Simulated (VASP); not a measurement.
Hf, 3 atoms in the cell. The structure is hexagonal, space group P6/mmm (No. 191). The conventional cell has a = 4.962 Å, b = 4.962 Å, c = 3.086 Å, α = 90.00°, β = 90.00°, γ = 120.00°. Within 3.8 Å of Hf (site symmetry -6m2) lie 11 Hf at 2.87 to 3.25 Å. Within 4.1 Å of Hf (site symmetry 6/mmm) lie 14 Hf at 3.09 to 3.25 Å. 

```yaml
Program: VASP 6.6.1
Task: relaxation of cell and atoms
Functional: PBE
Dispersion: D3(BJ)
Potentials_or_basis: VASP PAW PBE potentials, release 64 (Hf_pv)
Cutoff: 600 eV
k_mesh: 12 × 12 × 14
Occupations: gaussian, width 0.1 eV
Spin: no spin polarisation
Dipole_correction: no
Further_INCAR_settings: ALGO = Normal; EDIFF = 1e-06; IBRION = 2; EDIFFG = -0.005; NSW = 100; ISIF = 3
```

Potentials or basis: VASP PAW PBE potentials, release 64 (Hf_pv).

Launch:

```sh
$ cat potpaw_PBE.64/Hf_pv/POTCAR > POTCAR
$ mpirun -np 1 vasp_std > vasp.out
```

Hardware: 1 thread of Intel(R) Xeon(R) Platinum 8259CL CPU @ 2.50GHz (Skylake/Cascade Lake), with other jobs on the host.

Q: Estimate the wall time of this run.

A: Run time: 6.4 min on 1 thread of Intel(R) Xeon(R) Platinum 8259CL CPU @ 2.50GHz (Skylake/Cascade Lake) (shared host), peak memory 0.35 GiB. Counts: scf iterations 28, k points 152, ion steps 3.
